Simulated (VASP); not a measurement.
# H4C10F in VASP: a series of runs

H4C10F is run at these levels: PBE+D3(BJ); tasks: single point.

Program: VASP 6.6.1. These are calculated values, not measurements. Logs are shortened: lines on timing, memory, paths and dates and some standing lists are left out, and cuts for length are marked.

### 1 The cell of the first run

The cell holds a slab with vacuum, 30 atoms: a = 5.049 Å, b = 5.049 Å, c = 17.165 Å, α = 90.00°, β = 90.00°, γ = 90.00°.

### 2 Single point, PBE+D3(BJ)

Contents of INCAR:

```
SYSTEM = H4C10F
PREC     = Accurate       ! precision mode
ENCUT    = 520            ! plane-wave cutoff, eV
EDIFF    = 1E-7           ! SCF threshold, eV
ISMEAR   = -1             ! smearing method
SIGMA    = 0.02           ! smearing width, eV
LREAL    = Auto         
LASPH    = .TRUE.         ! aspherical terms in the spheres
NELM     = 60             ! most SCF steps
ALGO     = Normal         ! electronic algorithm
ISIF     = 2              ! what is computed and relaxed
LWAVE    = .FALSE.        ! write WAVECAR
LCHARG   = .FALSE.        ! write CHGCAR
GGA      = PE             ! functional
IVDW     = 12             ! dispersion correction
NBANDS   = 72             ! bands
```

Contents of KPOINTS:

```
regular mesh
0
G
  2 2 1
  0 0 0
```

Contents of POSCAR:

```
H4C10F
1.0
    5.0487420000      0.0000000000      0.0000000000
    0.0000000000      5.0487420000      0.0000000000
    0.0000000000      0.0000000000     17.1647000000
H C F
8 20 2
Direct
    0.4277897346      0.0000000000      0.0582591015
    0.0722160095      0.0000000000      0.0582591015
    0.9277954786      0.0000000000      0.0582591015
    0.5722217535      0.0000000000      0.0582591015
    0.4277897346      0.5000057440      0.0582591015
    0.0722160095      0.5000057440      0.0582591015
    0.9277954786      0.5000057440      0.0582591015
    0.5722217535      0.5000057440      0.0582591015
    0.2500028720      0.0000000000      0.0952361533
    0.7500086160      0.0000000000      0.0952361533
    0.2500028720      0.5000057440      0.0952361533
    0.7500086160      0.5000057440      0.0952361533
    0.2500028720      0.2500028720      0.1472324014
    0.7500086160      0.2500028720      0.1472324014
    0.2500028720      0.7500086160      0.1472324014
    0.7500086160      0.7500086160      0.1472324014
    0.0179648712      0.2527560331      0.1935775166
    0.4841602126      0.2459820684      0.1952961601
    0.0048130802      0.7422839194      0.2041631954
    0.4907163012      0.7572381397      0.2060449644
    0.0034464031      0.0215103089      0.2584956335
    0.4986786807      0.0157663038      0.2559380589
    0.0020004983      0.4769703027      0.2515569745
    0.4949747878      0.4834075498      0.2529085856
    0.2443380945      0.1077694206      0.3057437648
    0.7546236270      0.1183859266      0.2931656248
    0.2607184126      0.4084383793      0.3056855057
    0.7579908025      0.3861754077      0.2883009898
    0.2407728499      1.0096772622      0.3810960867
    0.2760489643      0.4916670331      0.3818534551
```

Potentials or basis: VASP PAW PBE potentials, release 64 (H, C, F).

On the command line:

```console
cat potpaw_PBE.64/H/POTCAR potpaw_PBE.64/C/POTCAR potpaw_PBE.64/F/POTCAR > POTCAR
mpirun -np 1 vasp_std > vasp.out
```

OUTCAR:

```text
SYSTEM = H4C10F
   PREC = Accurate
   ENCUT = 520
   EDIFF = 1E-7
   ISMEAR = -1
   LREAL = Auto
   LASPH = .TRUE.
   NELM = 60
   ISIF = 2
   GGA = PE
   IVDW = 12
 IVDW          = 12

 ion  position               nearest neighbor table
   1  0.428  0.000  0.058-   4 0.73   9 1.10
   2  0.072  0.000  0.058-   3 0.73   9 1.10
   3  0.928  0.000  0.058-   2 0.73  10 1.10
   4  0.572  0.000  0.058-   1 0.73  10 1.10
   5  0.428  0.500  0.058-   8 0.73  11 1.10
   6  0.072  0.500  0.058-   7 0.73  11 1.10
   7  0.928  0.500  0.058-   6 0.73  12 1.10
   8  0.572  0.500  0.058-   5 0.73  12 1.10
   9  0.250  0.000  0.095-   2 1.10   1 1.10  15 1.55  13 1.55
  10  0.750  0.000  0.095-   4 1.10   3 1.10  16 1.55  14 1.55
  11  0.250  0.500  0.095-   6 1.10   5 1.10  13 1.55  15 1.55
  12  0.750  0.500  0.095-   8 1.10   7 1.10  14 1.55  16 1.55
  13  0.250  0.250  0.147-  17 1.42  18 1.44  11 1.55   9 1.55
  14  0.750  0.250  0.147-  12 1.55  10 1.55  17 1.57  18 1.58
[... 9 lines left out ...]
  24  0.495  0.483  0.253-  27 1.54  28 1.54  18 1.55  20 1.60
  25  0.244  0.108  0.306-  29 1.39  27 1.52  21 1.53  22 1.61
  26  0.755  0.118  0.293-  28 1.35  21 1.47  22 1.53
  27  0.261  0.408  0.306-  30 1.38  25 1.52  24 1.54  23 1.64
  28  0.758  0.386  0.288-  26 1.35  23 1.46  24 1.54
  29  0.241  0.010  0.381-  25 1.39
  30  0.276  0.492  0.382-  27 1.38

  LATTYP: Found a simple tetragonal cell.
 ALAT       =     5.0487420000
 C/A-ratio  =     3.3997974149

  Lattice vectors:

 A1 = (   5.0487420000,   0.0000000000,   0.0000000000)
 A2 = (   0.0000000000,   5.0487420000,   0.0000000000)
 A3 = (   0.0000000000,   0.0000000000,  17.1647000000)

Analysis of symmetry for initial positions (statically):
=====================================================================
 Subroutine PRICEL returns:
 Original cell was already a primitive cell.

 Routine SETGRP: Setting up the symmetry group for a
 simple tetragonal supercell.

 Subroutine GETGRP returns: Found  1 space group operations
 (whereof  1 operations were pure point group operations)
 out of a pool of 16 trial point group operations.

The static configuration has the point symmetry C_1 .

Analysis of symmetry for dynamics (positions and initial velocities):
=====================================================================
 Subroutine PRICEL returns:
 Original cell was already a primitive cell.

 Routine SETGRP: Setting up the symmetry group for a
 simple tetragonal supercell.

 Subroutine GETGRP returns: Found  1 space group operations
 (whereof  1 operations were pure point group operations)
 out of a pool of 16 trial point group operations.

The dynamic configuration has the point symmetry C_1 .

 Subroutine INISYM returns: Found  1 space group operations
 (whereof  1 operations are pure point group operations),
 and found     1 'primitive' translations

----------------------------------------------------------------------------------------

                                     Primitive cell

  volume of cell :     437.5247

  direct lattice vectors                    reciprocal lattice vectors
     5.048742000  0.000000000  0.000000000     0.198069143  0.000000000  0.000000000
     0.000000000  5.048742000  0.000000000     0.000000000  0.198069143  0.000000000
     0.000000000  0.000000000 17.164700000     0.000000000  0.000000000  0.058259102

  length of vectors
     5.048742000  5.048742000 17.164700000     0.198069143  0.198069143  0.058259102

  position of ions in fractional coordinates (direct lattice)
     0.427789735  0.000000000  0.058259101
     0.072216010  0.000000000  0.058259101
     0.927795479  0.000000000  0.058259101
     0.572221754  0.000000000  0.058259101
     0.427789735  0.500005744  0.058259101
     0.072216010  0.500005744  0.058259101
[... 22 lines left out ...]
     0.240772850  0.009677262  0.381096087
     0.276048964  0.491667033  0.381853455

  ion indices of the primitive-cell ions
   primitive index   ion index
                 1           1
                 2           2
                 3           3
                 4           4
                 5           5
                 6           6
[... 22 lines left out ...]
                29          29
                30          30

----------------------------------------------------------------------------------------

 KPOINTS: regular mesh

Automatic generation of k-mesh.
 Grid dimensions read from file:
 generate k-points for:    2    2    1

 Generating k-lattice:

  Cartesian coordinates                     Fractional coordinates (reciprocal lattice)
     0.099034571  0.000000000  0.000000000     0.500000000  0.000000000  0.000000000
     0.000000000  0.099034571  0.000000000     0.000000000  0.500000000  0.000000000
     0.000000000  0.000000000  0.058259102     0.000000000  0.000000000  1.000000000

  Length of vectors
     0.099034571  0.099034571  0.058259102

  Shift w.r.t. Gamma in fractional coordinates (k-lattice)
     0.000000000  0.000000000  0.000000000

 Subroutine IBZKPT returns following result:
 ===========================================

 Found      4 irreducible k-points:

 Following reciprocal coordinates:
            Coordinates               Weight
  0.000000  0.000000  0.000000      1.000000
  0.500000  0.000000  0.000000      1.000000
  0.000000  0.500000  0.000000      1.000000
  0.500000  0.500000  0.000000      1.000000
   k-points           NKPTS =      4   k-points in BZ     NKDIM =      4   number of bands    NBANDS=     72
   number of dos      NEDOS =    301   number of ions     NIONS =     30
   total plane-waves  NPLWV = 204800
   dimension x,y,z NGX =    40 NGY =   40 NGZ =  128
   dimension x,y,z NGXF=    80 NGYF=   80 NGZF=  256
   ions per type =               8  20   2
   NGX,Y,Z   is equivalent  to a cutoff of  13.17, 13.17, 12.40 a.u.
   NGXF,Y,Z  is equivalent  to a cutoff of  26.34, 26.34, 24.79 a.u.
 SYSTEM =  H4C10F
   PREC   = accura    normal or accurate (medium, high low for compatibility)
   ISTART =      0    job   : 0-new  1-cont  2-samecut
   ICHARG =      2    charge: 1-file 2-atom 10-const
   ISPIN  =      1    spin polarized calculation?
   LNONCOLLINEAR =      F non collinear calculations
   LSORBIT =      F    spin-orbit coupling
   LASPH  =      T    aspherical Exc in radial PAW
   ENCUT  =  520.0 eV  38.22 Ry    6.18 a.u.   9.39  9.39 31.91*2*pi/ulx,y,z
   NELM   =     60;   NELMIN=  2; NELMDL= -5     # of ELM steps
   EDIFF  = 0.1E-06   stopping-criterion for ELM
   LREAL  =      T    real-space projection
   EDIFFG = 0.1E-05   stopping-criterion for IOM
   NSW    =      0    number of steps for IOM
   IBRION =     -1    ionic relax: 0-MD 1-quasi-New 2-CG
   NFREE  =      0    steps in history (QN), initial steepest desc. (CG)
   ISIF   =      2    stress and relaxation
   ISYM   =      2    0-nonsym 1-usesym 2-fastsym
   POTIM  = 0.5000    time-step for ionic-motion
   TEBEG  =    0.0;   TEEND  =   0.0 temperature during run
   PSTRESS=    0.0 pullay stress
   NELECT =     102.0000    total number of electrons
   NUPDOWN=      -1.0000    fix difference up-down
   EMIN   =  10.00;   EMAX   =-10.00  energy-range for DOS
   EFERMI =   0.00;   METHOD = LEGACY
   ISMEAR =    -1;   SIGMA  =   0.02  broadening in eV -4-tet -1-fermi 0-gaus
   EFERMI_NEDOS =   21; number of points for ismear=-14 and -15
   IALGO  =     38    algorithm
   IMIX   =      4    mixing-type and parameters
     AMIX     =   0.40;   BMIX     =  1.00
     AMIX_MAG =   1.60;   BMIX_MAG =  1.00
  volume/ion in A,a.u.               =      14.58        98.42
  Fermi-wavevector in a.u.,A,eV,Ry     =   1.007567  1.904026 13.812522  1.015192
  Thomas-Fermi vector in A             =   2.140380
   LORBIT       =      0    0 simple, 1 ext, 2 COOP (PROOUT), +10 PAW based schemes
   GGA     = PE    functional components
   LHFCALC =     F    Hartree Fock is set to
   AEXX    =    0.0000 exact exchange contribution
   IVDW    =    12    specifies the selected vdW correction
   LEPSILON=     F    determine dielectric tensor
   LRPA    =     F    only Hartree local field effects (RPA)
 non-spin polarized calculation
  energy-cutoff  :      520.00
  volume of cell :      437.52
 maximum number of plane-waves:     11843
 NGX is ok and might be reduce to    40
   NGX = 19   NGY = 19   NGZ = 63

 number of electron     102.0000007 magnetization

 Free energy of the ion-electron system (eV)
  ---------------------------------------------------
  ext. energy  EPLUGINS =         0.00000000
  ---------------------------------------------------
  free energy    TOTEN  =      -199.02710247 eV

  energy without entropy =     -199.02710247  energy(sigma->0) =     -199.02710247

 E-fermi :   0.6609     XC(G=0):  -5.2095

 val. band max:        0.1134928409   @ k =   0.0000   0.5000   0.0000
 cond. band min:       1.5107350915   @ k =   0.0000   0.5000   0.0000
 fundamental gap:      1.3972422507
 Fermi energy:         0.6608919060

 k-point     1 :       0.0000    0.0000    0.0000
  band No.  band energies     occupation
      1     -26.0303      2.00000
      2     -25.3065      2.00000
      3     -21.2157      2.00000
      4     -19.0460      2.00000
      5     -17.0439      2.00000
      6     -16.7874      2.00000
[... 55 lines left out ...]
     62       5.3167      0.00000
     63       5.9600      0.00000

 k-point     2 :       0.5000    0.0000    0.0000
  band No.  band energies     occupation
      1     -26.0263      2.00000
      2     -25.3054      2.00000
      3     -20.1833      2.00000
      4     -20.0290      2.00000
      5     -18.0039      2.00000
      6     -17.8146      2.00000
[... 55 lines left out ...]
     62       6.0681      0.00000
     63       6.1597      0.00000

 k-point     3 :       0.0000    0.5000    0.0000
  band No.  band energies     occupation
      1     -25.9319      2.00000
      2     -25.4219      2.00000
      3     -20.7534      2.00000
      4     -19.1784      2.00000
      5     -18.3668      2.00000
      6     -16.6945      2.00000
[... 55 lines left out ...]
     62       5.9273      0.00000
     63       6.2826      0.00000

 k-point     4 :       0.5000    0.5000    0.0000
  band No.  band energies     occupation
      1     -25.9284      2.00000
      2     -25.4206      2.00000
      3     -19.7523      2.00000
      4     -19.5699      2.00000
      5     -18.1614      2.00000
      6     -17.9195      2.00000
[... 55 lines left out ...]
     62       6.2922      0.00000
     63       6.8688      0.00000
 [bands above 63 left out]

------------------------ aborting loop because EDIFF is reached ----------------------------------------

 Edisp (eV)   -3.20802

 E8    (eV) :    -0.9217

  FORCE on cell =-STRESS in cart. coord.  units (eV):
  Direction    XX          YY          ZZ          XY          YZ          ZX
  --------------------------------------------------------------------------------------
  -------------------------------------------------------------------------------------
  Total      74.96038    -0.98056   -11.74366    -0.76636     0.37322    -2.54240
  in kB     274.49838    -3.59073   -43.00427    -2.80635     1.36670    -9.31005
  external pressure =       75.97 kB  Pullay stress =        0.00 kB

 VOLUME and BASIS-vectors are now :
 -----------------------------------------------------------------------------
  energy-cutoff  :      520.00
  volume of cell :      437.52
      direct lattice vectors                 reciprocal lattice vectors
     5.048742000  0.000000000  0.000000000     0.198069143  0.000000000  0.000000000
     0.000000000  5.048742000  0.000000000     0.000000000  0.198069143  0.000000000
     0.000000000  0.000000000 17.164700000     0.000000000  0.000000000  0.058259102

 POSITION                                       TOTAL-FORCE (eV/Angst)
 -----------------------------------------------------------------------------------
      2.15980      0.00000      1.00000        -8.931693     -0.049774      0.128436
      0.36460      0.00000      1.00000         8.945147     -0.048337      0.081179
      4.68420      0.00000      1.00000        -8.954241     -0.039828      0.058595
      2.88900      0.00000      1.00000         8.953297     -0.054947      0.083331
      2.15980      2.52440      1.00000        -8.934478      0.033340      0.081467
      0.36460      2.52440      1.00000         8.926514      0.060803      0.143631
[... 22 lines left out ...]
      1.21560      0.04886      6.54140         0.054634     -0.028644     -0.079084
      1.39370      2.48230      6.55440        -0.306743      0.613377     -0.380018
 -----------------------------------------------------------------------------------
    total drift:                               -0.026355      0.003643     -0.036225

  FREE ENERGIE OF THE ION-ELECTRON SYSTEM (eV)
  ---------------------------------------------------
  free  energy   TOTEN  =      -202.2351269829 eV

  energy  without entropy=     -202.2351269829  energy(sigma->0) =     -202.23512698
```

Run time: 6.4 min. Hardware: 1 thread of AMD EPYC 7R43 (Zen 3), shared host; peak memory 0.48 GiB.

Results:

| Item | Value |
| --- | --- |
| Free energy | -202.2351 eV |
| Largest force | 8.957 eV/Å |
| Band gap on the k mesh | 1.40 eV |
| Dispersion energy per atom | -0.107 eV |

Forces on the atoms (eV/Å):
```
H   -8.932 -0.050  0.128
H    8.945 -0.048  0.081
H   -8.954 -0.040  0.059
H    8.953 -0.055  0.083
H   -8.934  0.033  0.081
H    8.927  0.061  0.144
H   -8.951  0.055  0.093
H    8.956  0.037  0.052
C   -0.157 -0.294  0.855
C    0.109 -0.099  1.213
C    0.356  0.295  0.943
C   -0.273  0.099  1.270
C    0.572 -0.347 -4.859
C    0.004 -0.292 -2.273
C   -0.216  0.290  1.160
C   -0.082  0.242  1.336
C   -3.157 -1.294  1.810
C    2.736  0.657  0.712
C   -0.878  1.333  0.582
C    1.443 -1.483 -0.366
C    0.665 -0.973 -2.433
C   -0.933  0.788 -0.078
C    1.729  2.010  0.815
C    0.735  0.352  0.430
C    1.421 -2.991 -0.636
C   -0.932 -1.144 -0.186
C   -1.017  1.058 -1.389
C   -1.886  1.216  0.830
F    0.055 -0.029 -0.079
F   -0.307  0.613 -0.380
```

Levels at points of the mesh, in eV from the valence-band top:
```csv
k point,band 49,band 50,band 51,band 52,band 53,band 54
"(0.00, 0.00, 0.00)",-1.41,-0.66,-0.16,1.62,2.29,3.57
"(0.50, 0.00, 0.00)",-2.28,-2.13,-1.27,1.90,3.43,3.50
"(0.00, 0.50, 0.00)",-1.32,-0.40,0.00,1.40,3.17,3.21
"(0.50, 0.50, 0.00)",-3.02,-2.76,-1.00,1.79,4.12,4.17
```

Caveat: the k points lie up to 0.62 Å⁻¹ apart; the atoms stand as in a frame of molecular dynamics.

(Part 1 of 2 ends here.)
